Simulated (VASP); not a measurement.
Write the native input for VASP 6.6.1 that does the following.

| Item | Value |
| --- | --- |
| Task | single point |
| Functional | r2SCAN |
| Potentials or basis | VASP PAW PBE potentials, release 64 (K_sv, Zn, Cl) |
| Cutoff | 520 eV |
| k mesh | 6 × 6 × 6 |
| Occupations | gaussian, width 0.01 eV |
| Spin | no spin polarisation |
| Dipole correction | no |
| Further INCAR settings | ALGO = Normal; EDIFF = 1e-06; NBANDS = 29 |

The system is KZnCl3.

```xyz
5
Lattice="4.9001 0.0000 0.0000 0.0000 4.9001 0.0000 0.0000 0.0000 4.9001" Properties=species:S:1:pos:R:3 pbc="T T T"
K     0.0000    0.0000    0.0000
Zn    2.4501    2.4501    2.4501
Cl    2.4501    2.4501    0.0000
Cl    2.4501    0.0000    2.4501
Cl    0.0000    2.4501    2.4501
```

These files were run (other wordings do the same):

POSCAR

```
KZnCl3
1.0
    4.9001150810      0.0000000000      0.0000000000
    0.0000000000      4.9001150810      0.0000000000
    0.0000000000      0.0000000000      4.9001150810
K Zn Cl
1 1 3
Direct
    0.0000000000      0.0000000000      0.0000000000
    0.5000000000      0.5000000000      0.5000000000
    0.5000000000      0.5000000000      0.0000000000
    0.5000000000      0.0000000000      0.5000000000
    0.0000000000      0.5000000000      0.5000000000
```

INCAR.step1

```
SYSTEM = KZnCl3
PREC = Accurate
ENCUT = 520
ISMEAR = 0
SIGMA = 0.01
LREAL = .FALSE.
LASPH = .TRUE.
NELM = 60
NBANDS = 29
GGA = PE
ALGO = Normal
EDIFF = 1E-4
LWAVE = .TRUE.
LCHARG = .FALSE.
```

INCAR.step2

```
SYSTEM = KZnCl3
PREC = Accurate
ENCUT = 520
EDIFF = 1E-6
ISMEAR = 0
SIGMA = 0.01
LREAL = .FALSE.
LASPH = .TRUE.
NELM = 60
ALGO = Normal
ISIF = 2
LWAVE = .FALSE.
LCHARG = .FALSE.
METAGGA = R2SCAN
LMIXTAU = .TRUE.
NBANDS = 29
ISTART = 1
```

KPOINTS

```
regular mesh
0
G
  6 6 6
  0 0 0
```

Potentials or basis: VASP PAW PBE potentials, release 64 (K_sv, Zn, Cl).

Launch:

```bash
$ cat potpaw_PBE.64/K_sv/POTCAR potpaw_PBE.64/Zn/POTCAR potpaw_PBE.64/Cl/POTCAR > POTCAR
$ cp INCAR.step1 INCAR
$ mpirun -np 1 vasp_std > vasp.out
$ cp INCAR.step2 INCAR
$ mpirun -np 1 vasp_std > vasp.out
```

It gave:

```
Pressure               : 0.0 GPa
Band gap on the k mesh : 2.27 eV (least direct gap 2.79 eV)
```

Caveat: the PAW data sets were made with another functional, which shifts forces and pressure a little.

It took 86 s on 1 thread of Intel(R) Xeon(R) 6975P-C (Granite Rapids), with other jobs on the host, peak memory 0.25 GiB.
